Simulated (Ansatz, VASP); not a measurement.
**MgO in VASP and in Ansatz**

```
CELL_PARAMETERS angstrom
0.05634 2.10217 2.10217
2.10217 0.05634 2.10217
2.15851 2.15851 0.00000
ATOMIC_POSITIONS crystal
Mg 0.00000 0.00000 0.00000
O 0.50000 0.50000 0.50000
```

Change from the starting cell: shear_xy strain +5.4%.

Alike in both runs: task single point; functional HSE06; k mesh 8 × 8 × 8; no spin polarisation.

|  | VASP | Ansatz |
| --- | --- | --- |
| version | VASP 6.6.1 | Ansatz 0.2.0 |
| potentials or method | VASP PAW PBE potentials, release 64 (Mg, O) | plane waves, PAW |
| plane-wave cutoff (eV) | 520 | 420 |
| occupations | gaussian, width 0.01 eV | fixed |
| valence electrons in the cell | 8 | 16 |

```tsv
	VASP	Ansatz	Ansatz less VASP
gap on the k mesh at the Fermi level (eV)	6.26	6.30	+0.046
pressure (GPa)	-0.5	-0.2	+0.30
traceless stress, the component that is largest in VASP (GPa)	-8.38	-8.35	+0.023
```

VASP's potentials hold 8 valence electrons a cell and Ansatz's 16, so a difference there can come from the potentials and not from the codes. Ansatz's warnings: stress exchange threshold loose, stress scf threshold loose.
